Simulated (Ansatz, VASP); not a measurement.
## Two plane-wave programs on BaMoC2

File INCAR:

```
SYSTEM = BaMoC2
ALGO     = Normal         ! electronic algorithm
EDIFF    = 1E-7           ! SCF threshold, eV
ENCUT    = 520            ! plane-wave cutoff, eV
GGA      = PE             ! functional
ISIF     = 2              ! what is computed and relaxed
ISMEAR   = 0              ! smearing method
ISPIN    = 2              ! spin polarisation
LASPH    = .True.         ! aspherical terms in the spheres
LCHARG   = .True.         ! write CHGCAR
LELF     = .True.         ! ELF
LMAXMIX  = 4              ! l up to which the mixer works
LORBIT   = 11             ! projections on sites
LREAL    = .False.        ! projectors in reciprocal space
LVHAR    = .True.       
LWAVE    = .False.        ! write WAVECAR
MAGMOM   = 0 1 0 0        ! initial moments
NBANDS   = 28             ! bands
NELM     = 150            ! most SCF steps
PREC     = Accurate       ! precision mode
SIGMA    = 0.1            ! smearing width, eV
```

Contents of KPOINTS:

```
k-points
0
Gamma
  4 4 4
  0 0 0
```

POSCAR

```
BaMoC2
1.0
    4.1102258396      0.0000000000      0.0000000000
    0.0000000000      4.1102258396      0.0000000000
    0.0000000000      0.0000000000      5.7052608463
Ba Mo C
1 1 2
Direct
    0.5000000000      0.5000000000      0.0000000000
    0.5000000000      0.5000000000      0.5000000000
    0.0000000000      0.5000000000      0.5000000000
    0.5000000000      0.0000000000      0.5000000000
```

Input for Ansatz:

```yaml
crystal:
  lattice:
    - [4.1102258396, 0.0, 0.0]
    - [0.0, 4.1102258396, 0.0]
    - [0.0, 0.0, 5.7052608463]
  atoms:
    - { symbol: Ba, position: [0.5, 0.5, 0.0] }
    - { symbol: Mo, position: [0.5, 0.5, 0.5], spin: 1.0 }
    - { symbol: C, position: [0.0, 0.5, 0.5] }
    - { symbol: C, position: [0.5, 0.0, 0.5] }
basis:
  ecutwfc: 420
kpoints:
  mp_grid: { grid: [4, 4, 4] }
hamiltonian:
  xc: pbe
scf:
  occupations: { method: gaussian, width: 0.1 }
  lower_state_search: "off"
output:
  forces: true
  stress: true
  eigenvalues: true
  populations: true
magnetization:
  spin_polarized: true
```

Alike in both runs: task single point; functional PBE; k mesh 4 × 4 × 4; occupations gaussian, width 0.1 eV; collinear spin.

```csv
,VASP,Ansatz
version,VASP 6.6.1,Ansatz 0.2.0
potentials or method,"VASP PAW PBE potentials, release 64 (Ba_sv, Mo_sv, C), cutoff 520 eV","scalar-relativistic, plane waves, PAW"
valence electrons in the cell,32,32
```

```csv
,VASP,Ansatz,Ansatz less VASP
gap on the k mesh at the Fermi level (eV),none,none,-
pressure (GPa),-0.1,-0.8,-0.75
"traceless stress, the component that is largest in VASP (GPa)",0.71,-0.39,-1.102
net moment per atom (μB),0.00,0.00,-0.003
```

A gap of «none» marks a metal or a gap that the smearing closes. The functional is the same, so the differences come from potentials, cutoffs and numerics. Ansatz's warnings: seeded moment not kept.

The k mesh is coarse, so the values compare programs but aren't converged. Spin-orbit coupling is off throughout.
